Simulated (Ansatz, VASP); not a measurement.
**Co: VASP beside Ansatz**

Contents of INCAR:

```
SYSTEM = Co
ALGO = Normal
EDIFF = 1E-7
ENCUT = 520
GGA = PE
ISIF = 2
ISMEAR = -1
ISPIN = 2
LASPH = .True.
LCHARG = .False.
LMAXMIX = 4
LORBIT = 11
LREAL = .False.
LWAVE = .False.
MAGMOM = 1.69 1.69
NBANDS = 20
NELM = 150
PREC = Accurate
SIGMA = 0.05
```

File KPOINTS:

```
k-points
0
Gamma
  5 5 3
  0 0 0
```

POSCAR

```
Co
1.0
    2.4935221926      0.0000000000      0.0000000000
   -1.2467610963      2.1594535637      0.0000000000
    0.0000000000      0.0000000000      4.0277844638
Co
2
Direct
    0.3333333333      0.6666666667      0.2500000000
    0.6666666667      0.3333333333      0.7500000000
```

Input for Ansatz:

```yaml
crystal:
  lattice:
    - [2.4935221926, 0.0, 0.0]
    - [-1.2467610963, 2.1594535637, 0.0]
    - [0.0, 0.0, 4.0277844638]
  atoms:
    - { symbol: Co, position: [0.3333333333, 0.6666666667, 0.25], spin: 1.69 }
    - { symbol: Co, position: [0.6666666667, 0.3333333333, 0.75], spin: 1.69 }
hamiltonian:
  xc: pbe
  pseudopotentials:
    kind: paw
    azcp:
      Co: "pseudopotentials/Co.paw.azcp"
basis:
  ecutwfc: 420
  fft_grid_basis: typed
kpoints:
  mp_grid: { grid: [5, 5, 3], shift: [0, 0, 0] }
magnetization:
  spin_polarized: true
scf:
  occupations: { method: fermi_dirac, width: 0.05 }
  lower_state_search: "off"
output:
  stress: true
```

Alike in both runs: task single point; functional PBE; k mesh 5 × 5 × 3; occupations fermi-dirac, width 0.05 eV; collinear spin.

|  | VASP | Ansatz |
| --- | --- | --- |
| version | VASP 6.6.1 | Ansatz 0.2.0 |
| potentials or method | VASP PAW PBE potentials, release 64 (Co), cutoff 520 eV | plane waves (420 eV) with PAW, scalar-relativistic |
| valence electrons in the cell | 18 | 34 |

VASP gave:

```
pressure (GPa)                                                : 2.0
traceless stress, the component that is largest in VASP (GPa) : -3.31
net moment per atom (μB)                                      : 1.77
size of the moment on the site where the two differ most (μB) : 1.77
```

Problem. Estimate Ansatz's values.

Solution. Pressure (GPa): 2.6; traceless stress, the component that is largest in VASP (GPa): -2.94; net moment per atom (μB): 1.77; size of the moment on the site where the two differ most (μB): 1.81.

Site moments also hang on the region over which each program counts them. The functional is the same, so the differences come from potentials, cutoffs and numerics. VASP's potentials hold 18 valence electrons a cell and Ansatz's 34, so a difference there can come from the potentials and not from the codes.

The k mesh is coarse, so the values compare programs but aren't converged.
